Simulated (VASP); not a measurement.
# BeCdS4 in VASP: further runs

Runs on BeCdS4. Level: PBE. Tasks: single point.

All numbers are computed with VASP 6.6.1; they aren't measurements. Logs are shortened: lines on timing, memory, paths and dates and some standing lists are left out, and cuts for length are marked.

## 1. The cell of the first run

It takes space group C2 (No. 5, monoclinic). The conventional cell has a = 7.413 Å, b = 7.299 Å, c = 5.138 Å, α = 90.00°, β = 116.01°, γ = 90.00°. Be (site symmetry 2) has 4 S at 2.11 to 2.16 Å within 2.8 Å. Within 3.7 Å of Cd (site symmetry 2) lie 8 S at 2.63 to 3.57 Å and 4 Be at 3.61 to 3.64 Å. Within 3.0 Å of S (site symmetry 1) lie 2 S at 2.15 to 2.81 Å and 1 Be at 2.16 Å and 2 Cd at 2.63 to 2.98 Å. S (site symmetry 1) has 1 Be at 2.11 Å and 2 S at 2.15 to 2.81 Å and 1 Cd at 2.64 Å within 2.9 Å.

The cell was built from a structure type or drawn by symmetry, and may not be a known phase.

## 2. Single point, PBE

INCAR

```
  ALGO = Normal
  EDIFF = 1E-7
  ENCUT = 520
  GGA = PE
  ISIF = 2
  ISMEAR = 0
  LASPH = T
  LCHARG = F
  LREAL = F
  LWAVE = F
  NBANDS = 28
  NELM = 100
  PREC = Accurate
  SIGMA = 0.02
```

KPOINTS

```
k-points
0
Gamma
  6 6 6
```

POSCAR

```
BeCdS4
1.0
    3.7063684570     -3.6493595696     -0.0091860138
    3.7063684570      3.6493595696     -0.0091860138
   -2.2416799511      0.0000000000      4.6235577925
Be Cd S
1 1 4
Direct
    0.6290829146      0.3709170854      0.0000000000
    0.9773051463      0.0226948537      0.5000000000
    0.0305157375      0.4279225487      0.3122713613
    0.2744899543      0.2310331640      0.0502941706
    0.7689668360      0.7255100457      0.9497058294
    0.5720774513      0.9694842625      0.6877286387
```

Potentials or basis: VASP PAW PBE potentials, release 64 (Be, Cd, S).

Launch:

```sh
$ cat potpaw_PBE.64/Be/POTCAR potpaw_PBE.64/Cd/POTCAR potpaw_PBE.64/S/POTCAR > POTCAR
$ mpirun -np 1 vasp_std > vasp.out
```

OUTCAR:

```text
EDIFF = 1E-7
   ENCUT = 520
   GGA = PE
   ISIF = 2
   ISMEAR = 0
   LASPH = T
   LREAL = F
   NELM = 100
   PREC = Accurate

 ion  position               nearest neighbor table
   1  0.629  0.371  0.000-   4 2.11   5 2.11   3 2.16   6 2.16
   2  0.977  0.023  0.500-   3 2.63   6 2.63   4 2.64   5 2.64   6 2.98   3 2.98
   3  0.031  0.428  0.312-   4 2.15   1 2.16   2 2.63   2 2.98
   4  0.274  0.231  0.050-   1 2.11   3 2.15   2 2.64
   5  0.769  0.726  0.950-   1 2.11   6 2.15   2 2.64
   6  0.572  0.969  0.688-   5 2.15   1 2.16   2 2.63   2 2.98

  LATTYP: Found a base centered monoclinic cell.
 ALAT       =     7.4127596810
 B/A-ratio  =     0.9846156429
 C/A-ratio  =     0.6931734362
 COS(beta)  =    -0.4384952070

  Lattice vectors:

 A1 = (   3.7063684570,  -3.6493595696,  -0.0091860138)
 A2 = (   3.7063684570,   3.6493595696,  -0.0091860138)
 A3 = (  -2.2416799511,   0.0000000000,   4.6235577925)

Analysis of symmetry for initial positions (statically):
=====================================================================
 Subroutine PRICEL returns:
 Original cell was already a primitive cell.

 Routine SETGRP: Setting up the symmetry group for a
 base centered monoclinic supercell.

 Subroutine GETGRP returns: Found  2 space group operations
 (whereof  2 operations were pure point group operations)
 out of a pool of  4 trial point group operations.

The static configuration has the point symmetry C_2 .

Analysis of symmetry for dynamics (positions and initial velocities):
=====================================================================
 Subroutine PRICEL returns:
 Original cell was already a primitive cell.

 Routine SETGRP: Setting up the symmetry group for a
 base centered monoclinic supercell.

 Subroutine GETGRP returns: Found  2 space group operations
 (whereof  2 operations were pure point group operations)
 out of a pool of  4 trial point group operations.

The dynamic configuration has the point symmetry C_2 .

 Subroutine INISYM returns: Found  2 space group operations
 (whereof  2 operations are pure point group operations),
 and found     1 'primitive' translations

----------------------------------------------------------------------------------------

                                     Primitive cell

  volume of cell :     124.9250

  direct lattice vectors                    reciprocal lattice vectors
     3.706368457 -3.649359570 -0.009186014     0.135065240 -0.137010341  0.065484861
     3.706368457  3.649359570 -0.009186014     0.135065240  0.137010341  0.065484861
    -2.241679951  0.000000000  4.623557792     0.000536691  0.000000000  0.216543868

  length of vectors
     5.201449489  5.201449489  5.138328100     0.203230706  0.203230706  0.216544533

  position of ions in fractional coordinates (direct lattice)
     0.629082915  0.370917085  1.000000000
     0.977305146  0.022694854  0.500000000
     0.030515737  0.427922549  0.312271361
     0.274489954  0.231033164  0.050294171
     0.768966836  0.725510046  0.949705829
     0.572077451  0.969484263  0.687728639

  ion indices of the primitive-cell ions
   primitive index   ion index
                 1           1
                 2           2
                 3           3
                 4           4
                 5           5
                 6           6

----------------------------------------------------------------------------------------

 KPOINTS: k-points

Automatic generation of k-mesh.
 Grid dimensions read from file:
 generate k-points for:    6    6    6

 Generating k-lattice:

  Cartesian coordinates                     Fractional coordinates (reciprocal lattice)
     0.022510873 -0.022835057  0.010914144     0.166666667  0.000000000 -0.000000000
     0.022510873  0.022835057  0.010914144     0.000000000  0.166666667 -0.000000000
     0.000089449  0.000000000  0.036090645     0.000000000  0.000000000  0.166666667

  Length of vectors
     0.033871784  0.033871784  0.036090756

  Shift w.r.t. Gamma in fractional coordinates (k-lattice)
     0.000000000  0.000000000  0.000000000

 Subroutine IBZKPT returns following result:
 ===========================================

 Found     68 irreducible k-points:

 Following reciprocal coordinates:
            Coordinates               Weight
  0.000000  0.000000  0.000000      1.000000
  0.166667  0.000000 -0.000000      4.000000
  0.333333  0.000000 -0.000000      4.000000
  0.500000  0.000000  0.000000      2.000000
  0.166667  0.166667  0.000000      2.000000
  0.333333  0.166667  0.000000      4.000000
[... 16 lines left out ...]
 -0.333333  0.166667  0.166667      4.000000
 -0.166667  0.166667  0.166667      4.000000
 [... further k-points ...]
   k-points           NKPTS =     68   k-points in BZ     NKDIM =     68   number of bands    NBANDS=     28
   number of dos      NEDOS =    301   number of ions     NIONS =      6
   total plane-waves  NPLWV =  64000
   dimension x,y,z NGX =    40 NGY =   40 NGZ =   40
   dimension x,y,z NGXF=    80 NGYF=   80 NGZF=   80
   ions per type =               1   1   4
   NGX,Y,Z   is equivalent  to a cutoff of  12.78, 12.78, 12.94 a.u.
   NGXF,Y,Z  is equivalent  to a cutoff of  25.57, 25.57, 25.88 a.u.
 SYSTEM =  unknown system
   PREC   = accura    normal or accurate (medium, high low for compatibility)
   ISTART =      0    job   : 0-new  1-cont  2-samecut
   ICHARG =      2    charge: 1-file 2-atom 10-const
   ISPIN  =      1    spin polarized calculation?
   LNONCOLLINEAR =      F non collinear calculations
   LSORBIT =      F    spin-orbit coupling
   LASPH  =      T    aspherical Exc in radial PAW
   ENCUT  =  520.0 eV  38.22 Ry    6.18 a.u.   9.67  9.67  9.55*2*pi/ulx,y,z
   NELM   =    100;   NELMIN=  2; NELMDL= -5     # of ELM steps
   EDIFF  = 0.1E-06   stopping-criterion for ELM
   LREAL  =      F    real-space projection
   EDIFFG = 0.1E-05   stopping-criterion for IOM
   NSW    =      0    number of steps for IOM
   IBRION =     -1    ionic relax: 0-MD 1-quasi-New 2-CG
   NFREE  =      0    steps in history (QN), initial steepest desc. (CG)
   ISIF   =      2    stress and relaxation
   ISYM   =      2    0-nonsym 1-usesym 2-fastsym
   POTIM  = 0.5000    time-step for ionic-motion
   TEBEG  =    0.0;   TEEND  =   0.0 temperature during run
   PSTRESS=    0.0 pullay stress
   NELECT =      38.0000    total number of electrons
   NUPDOWN=      -1.0000    fix difference up-down
   EMIN   =  10.00;   EMAX   =-10.00  energy-range for DOS
   EFERMI =   0.00;   METHOD = LEGACY
   ISMEAR =     0;   SIGMA  =   0.02  broadening in eV -4-tet -1-fermi 0-gaus
   EFERMI_NEDOS =   21; number of points for ismear=-14 and -15
   IALGO  =     38    algorithm
   IMIX   =      4    mixing-type and parameters
     AMIX     =   0.40;   BMIX     =  1.00
     AMIX_MAG =   1.60;   BMIX_MAG =  1.00
  volume/ion in A,a.u.               =      20.82       140.51
  Fermi-wavevector in a.u.,A,eV,Ry     =   1.100997  2.080583 16.492914  1.212195
  Thomas-Fermi vector in A             =   2.237417
   LORBIT       =      0    0 simple, 1 ext, 2 COOP (PROOUT), +10 PAW based schemes
   GGA     = PE    functional components
   LHFCALC =     F    Hartree Fock is set to
   AEXX    =    0.0000 exact exchange contribution
   IVDW    =     0    specifies the selected vdW correction
   LEPSILON=     F    determine dielectric tensor
   LRPA    =     F    only Hartree local field effects (RPA)
 non-spin polarized calculation
 Gauss-broadening in eV      SIGMA  =   0.02
  energy-cutoff  :      520.00
  volume of cell :      124.92
 maximum number of plane-waves:      3405
   NGX = 19   NGY = 19   NGZ = 19

 number of electron      38.0000002 magnetization

 Free energy of the ion-electron system (eV)
  ---------------------------------------------------
  ext. energy  EPLUGINS =         0.00000000
  ---------------------------------------------------
  free energy    TOTEN  =       -22.76725122 eV

  energy without entropy =      -22.76725122  energy(sigma->0) =      -22.76725122

 E-fermi :   3.0270     XC(G=0):  -9.1625

 val. band max:        2.9027069891   @ k =  -0.3333   0.3333   0.5000
 cond. band min:       4.1714480891   @ k =  -0.3333   0.1667   0.0000
 fundamental gap:      1.2687411000
 Fermi energy:         3.0270078827

 k-point     1 :       0.0000    0.0000    0.0000
  band No.  band energies     occupation
      1     -12.0533      2.00000
      2     -10.7190      2.00000
      3      -8.6590      2.00000
      4      -7.5754      2.00000
      5      -5.1784      2.00000
      6      -5.1213      2.00000
[... 20 lines left out ...]
     27       9.5279      0.00000
     28      10.4124      0.00000

 k-point     2 :       0.1667    0.0000   -0.0000
  band No.  band energies     occupation
      1     -11.9795      2.00000
      2     -10.8199      2.00000
      3      -8.5913      2.00000
      4      -7.6534      2.00000
      5      -5.1720      2.00000
      6      -5.1104      2.00000
[... 20 lines left out ...]
     27       9.7429      0.00000
     28      10.2444      0.00000

 k-point     3 :       0.3333    0.0000   -0.0000
  band No.  band energies     occupation
      1     -11.7766      2.00000
      2     -11.0746      2.00000
      3      -8.4179      2.00000
      4      -7.8484      2.00000
      5      -5.1382      2.00000
      6      -5.0948      2.00000
[... 20 lines left out ...]
     27       9.8203      0.00000
     28      10.3429      0.00000

 k-point     4 :       0.5000    0.0000    0.0000
  band No.  band energies     occupation
      1     -11.5756      2.00000
      2     -11.3005      2.00000
      3      -8.2632      2.00000
      4      -8.0141      2.00000
      5      -5.1110      2.00000
      6      -5.0773      2.00000
[... 20 lines left out ...]
     27       9.9787      0.00000
     28      10.2794      0.00000

 k-point     5 :       0.1667    0.1667    0.0000
  band No.  band energies     occupation
      1     -11.9288      2.00000
      2     -10.8248      2.00000
      3      -8.7789      2.00000
      4      -7.5455      2.00000
      5      -5.1611      2.00000
      6      -5.1108      2.00000
[... 20 lines left out ...]
     27       9.6791      0.00000
     28      10.0394      0.00000

 k-point     6 :       0.3333    0.1667    0.0000
  band No.  band energies     occupation
      1     -11.7578      2.00000
      2     -11.0080      2.00000
      3      -8.7784      2.00000
      4      -7.5934      2.00000
      5      -5.1358      2.00000
      6      -5.1037      2.00000
[... 463 lines left out ...]
      5      -5.1920      2.00000
      6      -5.0549      2.00000
[... 20 lines left out ...]
     27       9.6066      0.00000
     28      10.3242      0.00000

 k-point    22 :       0.5000    0.1667    0.1667
  band No.  band energies     occupation
      1     -11.5228      2.00000
      2     -11.2531      2.00000
      3      -8.6302      2.00000
      4      -7.7798      2.00000
      5      -5.1335      2.00000
      6      -5.0853      2.00000
[... 20 lines left out ...]
     27       9.7282      0.00000
     28      10.1380      0.00000

 k-point    23 :      -0.3333    0.1667    0.1667
  band No.  band energies     occupation
      1     -11.6666      2.00000
      2     -11.1521      2.00000
      3      -8.2930      2.00000
      4      -8.0498      2.00000
      5      -5.1482      2.00000
      6      -5.0793      2.00000
[... 20 lines left out ...]
     27       9.4915      0.00000
     28      10.2835      0.00000

 k-point    24 :      -0.1667    0.1667    0.1667
  band No.  band energies     occupation
      1     -11.8361      2.00000
      2     -10.9893      2.00000
      3      -8.3730      2.00000
      4      -7.9093      2.00000
      5      -5.1704      2.00000
      6      -5.0873      2.00000
[... 20 lines left out ...]
     27       9.8663      0.00000
     28      10.0465      0.00000

 [... further k-points ...]
[... 5 lines left out ...]
  --------------------------------------------------------------------------------------
  -------------------------------------------------------------------------------------
  Total        0.0424215     -0.1076555      0.0614678      0.0000000      0.0000000      0.0665512
  in kB        0.5440605     -1.3806938      0.7883309      0.0000000      0.0000000      0.8535273
  external PRESSURE =      -0.0161008 kB  Pullay stress =       0.0000000 kB

 VOLUME and BASIS-vectors are now :
 -----------------------------------------------------------------------------
  energy-cutoff  :      520.00
  volume of cell :      124.92
      direct lattice vectors                 reciprocal lattice vectors
     3.706368457 -3.649359570 -0.009186014     0.135065240 -0.137010341  0.065484861
     3.706368457  3.649359570 -0.009186014     0.135065240  0.137010341  0.065484861
    -2.241679951  0.000000000  4.623557792     0.000536691  0.000000000  0.216543868

 POSITION                                       TOTAL-FORCE (eV/Angst)
 -----------------------------------------------------------------------------------
      3.70637     -0.94214     -0.00919        -0.000000     -0.009945     -0.000000
      2.58553     -3.48372      2.30259        -0.000000      0.010891     -0.000000
      0.99913      1.45028      1.43959         0.038853     -0.061735     -0.046880
      1.76091     -0.15859      0.22789        -0.035613      0.061262      0.074592
      3.41015     -0.15859      4.37729         0.035613      0.061262     -0.074592
      4.17193      1.45028      3.16559        -0.038853     -0.061735      0.046880
 -----------------------------------------------------------------------------------
    total drift:                                0.000000     -0.000302     -0.000000

  FREE ENERGIE OF THE ION-ELECTRON SYSTEM (eV)
  ---------------------------------------------------
  free  energy   TOTEN  =       -22.7672512245 eV

  energy  without entropy=      -22.7672512245  energy(sigma->0) =      -22.76725122
```

Wall time 2.2 min (1 thread of Intel Xeon 6975P-C (Granite Rapids), shared host); peak memory 0.38 GiB.

What came out:

```
Free energy            : -22.7673 eV
Pressure               : 0.0 GPa
Largest force          : 0.103 eV/Å
Band gap on the k mesh : 1.27 eV (least direct gap 1.74 eV)
```

Forces in eV/Å, atoms in the order of the input:
```
Be   0.000 -0.010  0.000
Cd   0.000  0.011  0.000
S    0.039 -0.062 -0.047
S   -0.036  0.061  0.075
S    0.036  0.061 -0.075
S   -0.039 -0.062  0.047
```

Levels at points of the mesh, in eV from the valence-band top:
| k point | band 15 | band 16 | band 17 | band 18 | band 19 | band 20 | band 21 | band 22 | band 23 | band 24 |
| --- | --- | --- | --- | --- | --- | --- | --- | --- | --- | --- |
| (0.00, 0.00, 0.00) | -2.76 | -2.49 | -2.20 | -1.21 | -0.72 | 2.77 | 2.93 | 3.18 | 4.29 | 5.29 |
| (0.50, 0.00, 0.00) | -2.49 | -2.00 | -1.61 | -1.48 | -0.68 | 1.63 | 1.78 | 3.40 | 5.51 | 6.05 |
| (0.50, 0.50, 0.00) | -2.64 | -2.06 | -1.38 | -0.59 | -0.20 | 2.46 | 2.49 | 3.35 | 4.83 | 4.88 |
| (0.00, 0.00, 0.50) | -2.35 | -2.27 | -1.51 | -0.84 | -0.72 | 1.59 | 2.44 | 2.93 | 4.36 | 6.07 |
| (0.50, 0.00, 0.50) | -2.68 | -1.74 | -1.31 | -0.47 | -0.15 | 2.68 | 2.94 | 3.29 | 4.76 | 4.92 |
| (0.50, 0.50, 0.50) | -2.88 | -1.37 | -1.17 | -0.53 | -0.28 | 2.52 | 2.65 | 3.44 | 4.57 | 5.24 |

[end of part 1 of 2]
